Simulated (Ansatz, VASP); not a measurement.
# One calculation of HfO2, two programs

The input INCAR:

```
ALGO = Normal
EDIFF = 1E-7
ENCUT = 520
GGA = PE
ISIF = 2
ISMEAR = -1
LASPH = True
LCHARG = True
LELF = True
LREAL = False
LVHAR = True
LWAVE = False
NBANDS = 31
NELM = 80
PREC = Accurate
SIGMA = 0.02
```

Contents of KPOINTS:

```
k-points
0
Gamma
  8 8 6
```

POSCAR

```
HfO2
1.0
    3.5766923096      0.0000000000      0.0000000000
    0.0000000000      3.5766923096      0.0000000000
    0.0000000000      0.0000000000      5.2022212706
Hf O
2 4
Direct
    0.0000000000      0.0000000000      0.0000000000
    0.5000000000      0.5000000000      0.5000000000
    0.0000000000      0.5000000000      0.3037893705
    0.0000000000      0.5000000000      0.8037893705
    0.5000000000      0.0000000000      0.6962106295
    0.5000000000      0.0000000000      0.1962106295
```

Input for Ansatz:

```yaml
crystal:
  lattice:
    - [3.5766923096, 0.0, 0.0]
    - [0.0, 3.5766923096, 0.0]
    - [0.0, 0.0, 5.2022212706]
  atoms:
    - { symbol: Hf, position: [0.0, 0.0, 0.0] }
    - { symbol: Hf, position: [0.5, 0.5, 0.5] }
    - { symbol: O, position: [0.0, 0.5, 0.3037893705] }
    - { symbol: O, position: [0.0, 0.5, 0.8037893705] }
    - { symbol: O, position: [0.5, 0.0, 0.6962106295] }
    - { symbol: O, position: [0.5, 0.0, 0.1962106295] }
kpoints:
  mp_grid: { grid: [8, 8, 6] }
  band_path:
    path:
      - [[0.0, 0.0, 0.0], [1.72316474964e-51, 0.5, -9.51114942395e-35], [0.5, 0.5, 9.512935106609e-35], [0.0, 0.0, 0.0], [4.046700405801e-51, 2.43834649122e-51, 0.5], [1.085283985113e-50, 0.5, 0.5], [0.5, 0.5, 0.5], [4.046700405801e-51, 2.43834649122e-51, 0.5]]
      - [[1.72316474964e-51, 0.5, -9.51114942395e-35], [1.085283985113e-50, 0.5, 0.5]]
      - [[0.5, 0.5, 9.512935106609e-35], [0.5, 0.5, 0.5]]
    npoints: 10
hamiltonian:
  xc: pbe
scf:
  occupations: { method: fermi_dirac, width: 0.02 }
  n_extra_bands: 5
output:
  forces: true
  stress: true
  eigenvalues: true
  write_density: true
  write_potential: true
  elf: true
  volumetric_format: npy
```

Alike in both runs: task single point; functional PBE; k mesh 8 × 8 × 6; occupations fermi-dirac, width 0.02 eV; no spin polarisation.

|  | VASP | Ansatz |
| --- | --- | --- |
| version | VASP 6.6.1 | Ansatz 0.2.0 |
| potentials or method | VASP PAW PBE potentials, release 64 (Hf_pv, O) | plane waves, PAW |
| plane-wave cutoff (eV) | 520 | 420 |
| valence electrons in the cell | 44 | 76 |

Ansatz gave:

```
gap on the k mesh at the Fermi level (eV)                     : 4.73
pressure (GPa)                                                : 5.9
traceless stress, the component that is largest in VASP (GPa) : -0.22
rms of the force components (eV/Å)                            : 0.036
```

Estimate VASP's values.

gap on the k mesh at the Fermi level (eV): 4.71; pressure (GPa): 2.5; traceless stress, the component that is largest in VASP (GPa): -0.12; rms of the force components (eV/Å): 0.016.

Atom by atom the forces differ by 0.021 eV/Å (rms over components). VASP's potentials hold 44 valence electrons a cell and Ansatz's 76, so a difference there can come from the potentials and not from the codes.

Neither program's run includes spin-orbit coupling.
